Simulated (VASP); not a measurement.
Wanted: the native input for a VASP 6.6.1 run.

```yaml
Task: single point
Functional: b88 exchange, pbe correlation
Potentials_or_basis: VASP PAW PBE potentials, release 64 (Fe)
Cutoff: 600 eV
k_mesh: 13 × 13 × 13
Occupations: fermi-dirac, width 0.05 eV
Spin: collinear spin, ferromagnetic start
Starting_moments: "[3.0] μB"
Dipole_correction: no
Further_INCAR_settings: ALGO = Normal; EDIFF = 1e-06; NBANDS = 14
```

The structure of Fe lies in POSCAR:

```
Fe
1.0
   -1.4713013028      1.4713013028      1.4713013028
    1.4713013028     -1.4713013028      1.4713013028
    1.4713013028      1.4713013028     -1.4713013028
Fe
1
Direct
    0.0000000000      0.0000000000      0.0000000000
```

These files were run (other wordings do the same):

INCAR

```
  PREC = Accurate
  ENCUT = 600
  EDIFF = 1E-6
  ISMEAR = -1
  SIGMA = 0.05
  LREAL = False
  LASPH = True
  NELM = 200
  ALGO = Normal
  ISIF = 2
  LWAVE = False
  LCHARG = True
  ISPIN = 2
  MAGMOM = 3
  LORBIT = 11
  LMAXMIX = 4
  GGA = LIBXC
  LIBXC1 = GGA_X_B88
  LIBXC2 = GGA_C_PBE
  LELF = True
  LVHAR = True
  NBANDS = 14
  GGA_COMPAT = False
```

KPOINTS

```
regular mesh
0
Gamma
  13 13 13
```

Potentials or basis: VASP PAW PBE potentials, release 64 (Fe).

Run with:

```console
$ cat potpaw_PBE.64/Fe/POTCAR > POTCAR
$ mpirun -np 1 vasp_std > vasp.out
```

It gave:

```
Pressure                                              : -13.3 GPa
Net moment                                            : 2.53 μB per cell
Site moments                                          : Fe +2.54 μB
Valence electrons inside the program's atomic spheres : Fe 7.06
```

Caveat: the cell stands under tension; the PAW data sets were made with another functional, which shifts forces and pressure a little.

It took 18 s on 1 thread of Intel(R) Xeon(R) 6975P-C (Granite Rapids) (shared host), peak memory 0.15 GiB.
